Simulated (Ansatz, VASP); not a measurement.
## Si2N: VASP beside Ansatz

Contents of INCAR:

```
  PREC = Accurate
  ENCUT = 600
  EDIFF = 1E-7
  ISMEAR = 0
  SIGMA = 0.2
  LREAL = False
  LASPH = True
  NELM = 60
  ALGO = Normal
  ISIF = 3
  LWAVE = False
  LCHARG = False
  GGA = PE
  IBRION = 2
  NSW = 80
  EDIFFG = -0.025
```

KPOINTS

```
Automatic mesh
0
Gamma
  8 8 2
```

Contents of POSCAR:

```
Si2N
1.0
    2.7048046234      0.0012334130     -0.0233626811
    0.0012334130      2.7106136578     -0.0190549073
   -0.0925474429     -0.0754829008     10.6232938509
Si N
4 2
Direct
    0.4726168279      0.0315409298      0.1159265772
    0.4281267026     -0.0065931723      0.6047564978
    0.0260402656      0.5250992015      0.3758808044
    0.0590332068      0.5205310098      0.8898751047
    0.0304083298      0.9039266619      0.0209708788
   -0.0162253328      1.0254953693      0.4925901370
```

Input for Ansatz:

```yaml
crystal:
  lattice:
    - [2.7048046234, 0.001233413, -0.0233626811]
    - [0.001233413, 2.7106136578, -0.0190549073]
    - [-0.0925474429, -0.0754829008, 10.6232938509]
  atoms:
    - { symbol: Si, position: [0.4726168279, 0.0315409298, 0.1159265772] }
    - { symbol: Si, position: [0.4281267026, -0.0065931723, 0.6047564978] }
    - { symbol: Si, position: [0.0260402656, 0.5250992015, 0.3758808044] }
    - { symbol: Si, position: [0.0590332068, 0.5205310098, 0.8898751047] }
    - { symbol: "N", position: [0.0304083298, 0.9039266619, 0.0209708788] }
    - { symbol: "N", position: [-0.0162253328, 1.0254953693, 0.492590137] }
basis:
  ecutwfc: 420
kpoints:
  mp_grid: { grid: [8, 8, 2] }
hamiltonian:
  xc: pbe
scf:
  occupations: { method: gaussian, width: 0.2 }
  lower_state_search: "off"
output:
  forces: true
  stress: true
  eigenvalues: true
relax:
  adjacent_minimum: "off"
  f_tol: 0.025
  max_steps: 60
  cell: { stress_tol: 0.25 }
```

Change from the starting cell: cell x2, atoms moved at random (sigma 0.15 Å) and cell strained at random (1.5 %), then relaxed without symmetry.

Alike in both runs: task relaxation of cell and atoms; functional PBE; k mesh 8 × 8 × 2; occupations gaussian, width 0.2 eV; no spin polarisation.

|  | VASP | Ansatz |
| --- | --- | --- |
| version | VASP 6.6.1 | Ansatz 0.2.0 |
| potentials or method | VASP PAW PBE potentials, release 64 (Si, N), cutoff 600 eV | scalar-relativistic, plane waves, PAW |
| valence electrons in the cell | 26 | 26 |

Ansatz gave:

```
gap on the k mesh at the Fermi level, each at its own relaxed structure (eV) : none
relaxed volume (Å³/atom)                                                     : 13.07
relaxed length of the cell vector where the two differ most in proportion (Å)              : 10.612
```

Question: Which values does VASP return?

Answer: gap on the k mesh at the Fermi level, each at its own relaxed structure (eV): none; relaxed volume (Å³/atom): 13.10; relaxed length of the cell vector where the two differ most in proportion (Å): 10.665.

A gap of «none» marks a metal or a gap that the smearing closes.
